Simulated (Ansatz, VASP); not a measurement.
## HfN in VASP and in Ansatz

```
Hf N
1.0
     0.00000    2.45482    2.57756
     2.45482    0.00000    2.57756
     2.45482    2.45482    0.00000
Hf N
1 1
Direct
  0.00000 0.00000 0.00000
  0.75000 0.75000 0.75000
```

Change from the starting cell: strain +0.000 along x and y, +0.050 along z, atoms carried along.

Alike in both runs: task single point; functional r2SCAN; k mesh 16 × 16 × 16; occupations gaussian, width 0.15 eV; no spin polarisation.

|  | VASP | Ansatz |
| --- | --- | --- |
| version | VASP 6.6.1 | Ansatz 0.2.0 |
| potentials or method | VASP PAW PBE potentials, release 64 (Hf_pv, N), cutoff 520 eV | scalar-relativistic, plane waves, PAW |
| valence electrons in the cell | 15 | 31 |

VASP gave:

| Property | Result |
| --- | --- |
| gap on the k mesh at the Fermi level (eV) | none |
| pressure (GPa) | -12.2 |
| traceless stress, the component that is largest in VASP (GPa) | -5.74 |

Q: Estimate Ansatz's values.

A: gap on the k mesh at the Fermi level (eV): none; pressure (GPa): -10.8; traceless stress, the component that is largest in VASP (GPa): -5.70.

VASP's potentials were made for PBE, not for r2SCAN. A gap of «none» marks a metal or a gap that the smearing closes. VASP's potentials hold 15 valence electrons a cell and Ansatz's 31, so a difference there can come from the potentials and not from the codes.

Neither program's run includes spin-orbit coupling.
